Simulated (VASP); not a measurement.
# C (Fmmm) in VASP: further runs

C is run at these levels: PBE+D3(BJ); tasks: single point.

Program: VASP 6.6.1. These are calculated values, not measurements. Logs are shortened: lines on timing, memory, paths and dates and some standing lists are left out, and cuts for length are marked.

## 1. The cell of the first run

It takes space group Fmmm (No. 69, orthorhombic). The conventional cell has a = 2.591 Å, b = 4.485 Å, c = 7.140 Å, α = 90.00°, β = 90.00°, γ = 90.00°. C (site symmetry m2m) has 3 C at 1.50 Å within 2.0 Å.

## 2. Single point, PBE+D3(BJ) (10.37 Å³/atom)

INCAR reads:

```
ALGO = Normal
EDIFF = 1E-6
ENCUT = 520
GGA = PE
ISIF = 2
ISMEAR = 0
IVDW = 12
LASPH = T
LCHARG = T
LELF = T
LREAL = F
LVHAR = T
LWAVE = F
NBANDS = 11
NELM = 80
PREC = Accurate
SIGMA = 0.03
```

KPOINTS reads:

```
k-points
0
Gamma
  18 18 18
```

POSCAR reads:

```
C
1.0
    0.0000000000      2.2423573016      3.5702451913
    1.2953165021      0.0000000000      3.5702451913
    1.2953165021      2.2423573016      0.0000000000
C
2
Direct
    0.1666966007      0.8333033993      0.1666966007
    0.8333033993      0.1666966007      0.8333033993
```

Potentials or basis: VASP PAW PBE potentials, release 64 (C).

On the command line:

```console
cat potpaw_PBE.64/C/POTCAR > POTCAR
mpirun -np 1 vasp_std > vasp.out
```

OUTCAR:

```text
EDIFF = 1E-6
   ENCUT = 520
   GGA = PE
   ISIF = 2
   ISMEAR = 0
   IVDW = 12
   LASPH = T
   LREAL = F
   NELM = 80
   PREC = Accurate
 IVDW          = 12

 ion  position               nearest neighbor table
   1  0.167  0.833  0.167-   2 1.50   2 1.50   2 1.50
   2  0.833  0.167  0.833-   1 1.50   1 1.50   1 1.50

  LATTYP: Found a face centered orthorhombic cell.
 ALAT       =     2.5906330042
 B/A-ratio  =     1.7311269469
 C/A-ratio  =     2.7562724520

  Lattice vectors:

 A1 = (   0.0000000000,   2.2423573016,   3.5702451913)
 A2 = (   1.2953165021,   0.0000000000,   3.5702451913)
 A3 = (   1.2953165021,   2.2423573016,   0.0000000000)

Analysis of symmetry for initial positions (statically):
=====================================================================
 Subroutine PRICEL returns:
 Original cell was already a primitive cell.

 Routine SETGRP: Setting up the symmetry group for a
 face centered orthorhombic supercell.

 Subroutine GETGRP returns: Found  8 space group operations
 (whereof  8 operations were pure point group operations)
 out of a pool of  8 trial point group operations.

The static configuration has the point symmetry D_2h.

Analysis of symmetry for dynamics (positions and initial velocities):
=====================================================================
 Subroutine PRICEL returns:
 Original cell was already a primitive cell.

 Routine SETGRP: Setting up the symmetry group for a
 face centered orthorhombic supercell.

 Subroutine GETGRP returns: Found  8 space group operations
 (whereof  8 operations were pure point group operations)
 out of a pool of  8 trial point group operations.

The dynamic configuration has the point symmetry D_2h.

 Subroutine INISYM returns: Found  8 space group operations
 (whereof  8 operations are pure point group operations),
 and found     1 'primitive' translations

----------------------------------------------------------------------------------------

                                     Primitive cell

  volume of cell :      20.7400

  direct lattice vectors                    reciprocal lattice vectors
     0.000000000  2.242357302  3.570245191    -0.386006045  0.222979629  0.140046404
     1.295316502  0.000000000  3.570245191     0.386006045 -0.222979629  0.140046404
     1.295316502  2.242357302  0.000000000     0.386006045  0.222979629 -0.140046404

  length of vectors
     4.216019093  3.797959395  2.589596708     0.467261787  0.467261787  0.467261787

  position of ions in fractional coordinates (direct lattice)
     0.166696601  0.833303399  0.166696601
     0.833303399  0.166696601  0.833303399

  ion indices of the primitive-cell ions
   primitive index   ion index
                 1           1
                 2           2

----------------------------------------------------------------------------------------

 KPOINTS: k-points

Automatic generation of k-mesh.
 Grid dimensions read from file:
 generate k-points for:   18   18   18

 Generating k-lattice:

  Cartesian coordinates                     Fractional coordinates (reciprocal lattice)
    -0.021444780  0.012387757  0.007780356     0.055555556 -0.000000000 -0.000000000
     0.021444780 -0.012387757  0.007780356     0.000000000  0.055555556  0.000000000
     0.021444780  0.012387757 -0.007780356    -0.000000000  0.000000000  0.055555556

  Length of vectors
     0.025958988  0.025958988  0.025958988

  Shift w.r.t. Gamma in fractional coordinates (k-lattice)
     0.000000000  0.000000000  0.000000000

 Subroutine IBZKPT returns following result:
 ===========================================

 Found    865 irreducible k-points:

 Following reciprocal coordinates:
            Coordinates               Weight
  0.000000  0.000000  0.000000      1.000000
  0.055556 -0.000000 -0.000000      8.000000
  0.111111 -0.000000 -0.000000      8.000000
  0.166667  0.000000  0.000000      8.000000
  0.222222  0.000000  0.000000      8.000000
  0.277778  0.000000  0.000000      8.000000
[... 16 lines left out ...]
 -0.277778  0.055556  0.000000      8.000000
 -0.222222  0.055556  0.000000      8.000000
 [... further k-points ...]
   k-points           NKPTS =    865   k-points in BZ     NKDIM =    865   number of bands    NBANDS=     11
   number of dos      NEDOS =    301   number of ions     NIONS =      2
   total plane-waves  NPLWV =  17920
   dimension x,y,z NGX =    32 NGY =   28 NGZ =   20
   dimension x,y,z NGXF=    64 NGYF=   56 NGZF=   40
   ions per type =               2
   NGX,Y,Z   is equivalent  to a cutoff of  12.62, 12.26, 12.84 a.u.
   NGXF,Y,Z  is equivalent  to a cutoff of  25.24, 24.51, 25.68 a.u.
 SYSTEM =  unknown system
   PREC   = accura    normal or accurate (medium, high low for compatibility)
   ISTART =      0    job   : 0-new  1-cont  2-samecut
   ICHARG =      2    charge: 1-file 2-atom 10-const
   ISPIN  =      1    spin polarized calculation?
   LNONCOLLINEAR =      F non collinear calculations
   LSORBIT =      F    spin-orbit coupling
   LASPH  =      T    aspherical Exc in radial PAW
   ENCUT  =  520.0 eV  38.22 Ry    6.18 a.u.   7.84  7.06  4.81*2*pi/ulx,y,z
   NELM   =     80;   NELMIN=  2; NELMDL= -5     # of ELM steps
   EDIFF  = 0.1E-05   stopping-criterion for ELM
   LREAL  =      F    real-space projection
   EDIFFG = 0.1E-04   stopping-criterion for IOM
   NSW    =      0    number of steps for IOM
   IBRION =     -1    ionic relax: 0-MD 1-quasi-New 2-CG
   NFREE  =      0    steps in history (QN), initial steepest desc. (CG)
   ISIF   =      2    stress and relaxation
   ISYM   =      2    0-nonsym 1-usesym 2-fastsym
   POTIM  = 0.5000    time-step for ionic-motion
   TEBEG  =    0.0;   TEEND  =   0.0 temperature during run
   PSTRESS=    0.0 pullay stress
   NELECT =       8.0000    total number of electrons
   NUPDOWN=      -1.0000    fix difference up-down
   EMIN   =  10.00;   EMAX   =-10.00  energy-range for DOS
   EFERMI =   0.00;   METHOD = LEGACY
   ISMEAR =     0;   SIGMA  =   0.03  broadening in eV -4-tet -1-fermi 0-gaus
   EFERMI_NEDOS =   21; number of points for ismear=-14 and -15
   IALGO  =     38    algorithm
   IMIX   =      4    mixing-type and parameters
     AMIX     =   0.40;   BMIX     =  1.00
     AMIX_MAG =   1.60;   BMIX_MAG =  1.00
  volume/ion in A,a.u.               =      10.37        69.98
  Fermi-wavevector in a.u.,A,eV,Ry     =   1.191704  2.251995 19.322444  1.420160
  Thomas-Fermi vector in A             =   2.327760
   LORBIT       =      0    0 simple, 1 ext, 2 COOP (PROOUT), +10 PAW based schemes
   GGA     = PE    functional components
   LHFCALC =     F    Hartree Fock is set to
   AEXX    =    0.0000 exact exchange contribution
   IVDW    =    12    specifies the selected vdW correction
   LEPSILON=     F    determine dielectric tensor
   LRPA    =     F    only Hartree local field effects (RPA)
 non-spin polarized calculation
 Gauss-broadening in eV      SIGMA  =   0.03
  energy-cutoff  :      520.00
  volume of cell :       20.74
 maximum number of plane-waves:       580
   NGX = 15   NGY = 15   NGZ =  9

 number of electron       8.0000000 magnetization

 Free energy of the ion-electron system (eV)
  ---------------------------------------------------
  ext. energy  EPLUGINS =         0.00000000
  ---------------------------------------------------
  free energy    TOTEN  =       -18.14318196 eV

  energy without entropy =      -18.14317265  energy(sigma->0) =      -18.14317731

 E-fermi :   3.3176     XC(G=0):  -9.6108

 val. band max:        3.2888647579   @ k =  -0.2778   0.0556   0.3333
 cond. band min:       3.3463100697   @ k =  -0.2222   0.1111   0.3333
 fundamental gap:      0.0574453118
 Fermi energy:         3.3175839576

 k-point     1 :       0.0000    0.0000    0.0000
  band No.  band energies     occupation
      1     -15.1331      2.00000
      2      -2.5465      2.00000
      3       0.2683      2.00000
      4       0.2771      2.00000
      5       7.6855      0.00000
      6      10.7193      0.00000
      7      10.7665      0.00000
      8      12.7224      0.00000
      9      13.0293      0.00000
     10      24.1367      0.00000
     11      26.3473      0.00000

 k-point     2 :       0.0556   -0.0000   -0.0000
  band No.  band energies     occupation
      1     -15.0646      2.00000
      2      -2.4861      2.00000
      3      -0.0085      2.00000
      4       0.1372      2.00000
      5       7.7996      0.00000
      6      10.7736      0.00000
      7      11.0048      0.00000
      8      12.8119      0.00000
      9      12.8875      0.00000
     10      24.3446      0.00000
     11      25.9095      0.00000

 k-point     3 :       0.1111   -0.0000   -0.0000
  band No.  band energies     occupation
      1     -14.8593      2.00000
      2      -2.3049      2.00000
      3      -0.7808      2.00000
      4      -0.2191      2.00000
      5       8.1397      0.00000
      6      10.7318      0.00000
      7      11.7685      0.00000
      8      12.1960      0.00000
      9      13.4346      0.00000
     10      24.5408      0.00000
     11      24.9895      0.00000
[... 267 lines left out ...]
 k-point    23 :      -0.2778    0.0556    0.0000
  band No.  band energies     occupation
      1     -12.7439      2.00000
      2      -5.8409      2.00000
      3      -2.1096      2.00000
      4      -0.2214      2.00000
      5       7.4251      0.00000
      6       9.6901      0.00000
      7      11.0987      0.00000
      8      17.5217      0.00000
      9      17.8183      0.00000
     10      19.4108      0.00000
     11      24.3697      0.00000

 k-point    24 :      -0.2222    0.0556    0.0000
  band No.  band energies     occupation
      1     -13.4636      2.00000
      2      -4.4943      2.00000
      3      -1.7019      2.00000
      4      -0.8717      2.00000
      5       8.7481      0.00000
      6       9.8636      0.00000
      7      10.1219      0.00000
      8      15.9134      0.00000
      9      16.7183      0.00000
     10      20.3218      0.00000
     11      25.0158      0.00000

 [... further k-points ...]

------------------------ aborting loop because EDIFF is reached ----------------------------------------

 Edisp (eV)   -0.27442

 E8    (eV) :    -0.0772

  FORCE on cell =-STRESS in cart. coord.  units (eV):
  Direction    XX          YY          ZZ          XY          YZ          ZX
  --------------------------------------------------------------------------------------
  -------------------------------------------------------------------------------------
  Total      -6.11201    -6.10124    -0.10697     0.00000     0.00000     0.00000
  in kB    -472.15666  -471.32444    -8.26370     0.00000     0.00000     0.00000
  external pressure =     -317.25 kB  Pullay stress =        0.00 kB

 VOLUME and BASIS-vectors are now :
 -----------------------------------------------------------------------------
  energy-cutoff  :      520.00
  volume of cell :       20.74
      direct lattice vectors                 reciprocal lattice vectors
     0.000000000  2.242357302  3.570245191    -0.386006045  0.222979629  0.140046404
     1.295316502  0.000000000  3.570245191     0.386006045 -0.222979629  0.140046404
     1.295316502  2.242357302  0.000000000     0.386006045  0.222979629 -0.140046404

 POSITION                                       TOTAL-FORCE (eV/Angst)
 -----------------------------------------------------------------------------------
      1.29532      0.74759      3.57025         0.000000     -0.005446      0.000000
      1.29532      3.73713      3.57025         0.000000      0.005446      0.000000
 -----------------------------------------------------------------------------------
    total drift:                                0.000000     -0.000000      0.000000

  FREE ENERGIE OF THE ION-ELECTRON SYSTEM (eV)
  ---------------------------------------------------
  free  energy   TOTEN  =       -18.4176011763 eV

  energy  without entropy=      -18.4175918711  energy(sigma->0) =      -18.41759652
```

Run time: 58 s. Hardware: 1 thread of Intel Xeon 6975P-C (Granite Rapids), shared host; peak memory 0.28 GiB.

Results:

```yaml
Free_energy: -18.4176 eV
Pressure: -31.7 GPa
Largest_force: 0.005 eV/Å
Dispersion_energy_per_atom: -0.137 eV
```

Forces on the atoms (eV/Å):
```
C    0.000 -0.005  0.000
C    0.000  0.005  0.000
```

Stress tensor (GPa, compression positive):
```
-47.22   0.00   0.00
  0.00 -47.13   0.00
  0.00   0.00  -0.83
```

Caveat: the cell stands under tension.

## 3. Single point, PBE+D3(BJ) (10.37 Å³/atom)

INCAR reads:

```
ALGO     = Normal         # electronic algorithm
EDIFF    = 1E-7           # SCF threshold, eV
ENCUT    = 520            # plane-wave cutoff, eV
GGA      = PE             # functional
ISIF     = 2              # what is computed and relaxed
ISMEAR   = 0              # smearing method
IVDW     = 12             # dispersion correction
LASPH    = True           # aspherical terms in the spheres
LCHARG   = False          # write CHGCAR
LREAL    = False          # projectors in reciprocal space
LWAVE    = False          # write WAVECAR
NBANDS   = 11             # bands
NELM     = 60             # most SCF steps
PREC     = Accurate       # precision mode
SIGMA    = 0.03           # smearing width, eV
```

KPOINTS is that of step 2.

POSCAR reads:

```
C
1.0
    0.0000000000      2.3113424923      3.5165621608
    1.2758398243      0.0000000000      3.5165621608
    1.2758398243      2.3113424923      0.0000000000
C
2
Direct
    0.1666966007      0.8333033993      0.1666966007
    0.8333033993      0.1666966007      0.8333033993
```

Potentials or basis: VASP PAW PBE potentials, release 64 (C).

On the command line:

```console
cat potpaw_PBE.64/C/POTCAR > POTCAR
mpirun -np 1 vasp_std > vasp.out
```

Run time: 67 s. Hardware: 1 thread of Intel Xeon 6975P-C (Granite Rapids), shared host; peak memory 0.28 GiB.

The run converged. Its results:

```yaml
Free_energy: -18.2775 eV
Pressure: -35.3 GPa
Largest_force: 0.092 eV/Å
Dispersion_energy_per_atom: -0.138 eV
```

Forces in eV/Å, atoms in the order of the input:
```
C    0.000  0.092  0.000
C    0.000 -0.092  0.000
```

Stress tensor (GPa, compression positive):
```
-38.25   0.00   0.00
  0.00 -67.41   0.00
  0.00   0.00  -0.37
```

Caveat: the cell stands under tension.

## 4. Single point, PBE+D3(BJ) (10.37 Å³/atom)

INCAR reads:

```
PREC = Accurate
ENCUT = 520
EDIFF = 1E-6
ISMEAR = 0
SIGMA = 0.03
LREAL = F
LASPH = T
NELM = 80
ALGO = Normal
ISIF = 2
LWAVE = F
LCHARG = F
GGA = PE
IVDW = 12
NBANDS = 11
```

KPOINTS reads:

```
regular mesh
0
Gamma
  18 18 18
```

POSCAR reads:

```
C
1.0
    0.0000000000      2.0473020425      3.7364527147
    1.3556180603      0.0000000000      3.7364527147
    1.3556180603      2.0473020425      0.0000000000
C
2
Direct
    0.1666966007      0.8333033993      0.1666966007
    0.8333033993      0.1666966007      0.8333033993
```

On the command line:

```console
cat potpaw_PBE.64/C/POTCAR > POTCAR
mpirun -np 1 vasp_std > vasp.out
```

It took 63 s on 1 thread of Intel Xeon 6975P-C (Granite Rapids), shared host; peak memory 0.27 GiB.

It converged, with:

| Quantity | Value |
| --- | --- |
| Free energy | -18.2024 eV |
| Pressure | -14.0 GPa |
| Largest force | 1.252 eV/Å |
| Dispersion energy per atom | -0.133 eV |

Forces in eV/Å, atoms in the order of the input:
```
C    0.000  1.252  0.000
C    0.000 -1.252  0.000
```

Stress tensor (GPa, compression positive):
```
-68.49   0.00   0.00
  0.00  27.98   0.00
  0.00   0.00  -1.61
```

Caveat: the cell stands under tension; forces of over 1 eV/Å act on the atoms, so gaps and moduli don't describe the material at rest.

## 5. The runs side by side

| cell | pressure (GPa) | largest force (eV/Å) |
| --- | --- | --- |
| a = 4.216, b = 3.798, c = 2.590 Å, angles 80.2, 62.6, 37.2°, 2 atoms | -31.7 | 0.01 |
| a = 4.208, b = 3.741, c = 2.640 Å, angles 80.5, 61.3, 38.2°, 2 atoms | -35.3 | 0.09 |
| a = 4.261, b = 3.975, c = 2.455 Å, angles 79.1, 66.4, 34.5°, 2 atoms | -14.0 | 1.25 |

Alike in all rows: task single point; level PBE+D3(BJ); potentials or basis VASP PAW PBE potentials, release 64 (C); no spin polarisation; k mesh 18 × 18 × 18; cutoff (eV) 520; smearing gaussian 0.03 eV.

Caveats: the cell stands under tension; forces of over 1 eV/Å act on the atoms, so gaps and moduli don't describe the material at rest (at least some runs).

Absolute energies hang on the potentials; compare differences alone.
